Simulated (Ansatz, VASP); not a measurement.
## Ag in VASP and in Ansatz

```
Ag
1.0
     2.94940    0.00000    0.00000
    -1.47470    2.55426    0.00000
     0.00000    0.00000    4.82172
Ag
2
Cartesian
  0.0000 1.7028 1.2054
  1.4747 0.8514 3.6163
```

Change from the starting cell: volume scaled by 1.02, crystal datasets.

Alike in both runs: task electric field gradients; functional LDA; k mesh 14 × 14 × 8; occupations fermi-dirac, width 0.05 eV; no spin polarisation.

|  | VASP | Ansatz |
| --- | --- | --- |
| version | VASP 6.6.1 | Ansatz 0.2.0 |
| potentials or method | VASP PAW LDA potentials, release 64 (Ag), cutoff 520 eV | all-electron PAW with datasets made for the crystal, scalar-relativistic |

|  | VASP | Ansatz | Ansatz less VASP |
| --- | --- | --- | --- |
| pressure (GPa) | -11.8 | -11.9 | -0.15 |
| traceless stress, the component that is largest in VASP (GPa) | -0.24 | -0.23 | +0.006 |
| size of Vzz on the site where it differs most (V/Å²) | 3.8 | 4.2 | +0.43 |

LDA's correlation is that of Perdew and Zunger in VASP and of Perdew and Wang (1992) in Ansatz. Ansatz ran all-electron here, and VASP with PAW potentials.
